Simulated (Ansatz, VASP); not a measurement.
## One calculation of BP, two programs

```
CELL_PARAMETERS angstrom
0.00000 2.34035 2.34035
2.34035 0.00000 2.34035
2.34035 2.34035 0.00000
ATOMIC_POSITIONS crystal
B 0.00000 0.00000 0.00000
P 0.25000 0.25000 0.25000
```

Alike in both runs: task single point; functional PBE; k mesh 10 × 10 × 10; occupations gaussian, width 0.02 eV; no spin polarisation.

```csv
,VASP,Ansatz
version,VASP 6.6.1,Ansatz 0.2.0
potentials or method,"VASP PAW PBE potentials, release 64 (B, P), cutoff 500 eV","scalar-relativistic, all-electron LAPW"
```

```tsv
	VASP	Ansatz	Ansatz less VASP
gap on the k mesh at the Fermi level (eV)	1.36	1.37	+0.005
least direct gap on the mesh (eV)	3.28	3.28	+0.005
pressure (GPa)	-12.0	-11.8	+0.13
```

Ansatz ran all-electron here, and VASP with PAW potentials.
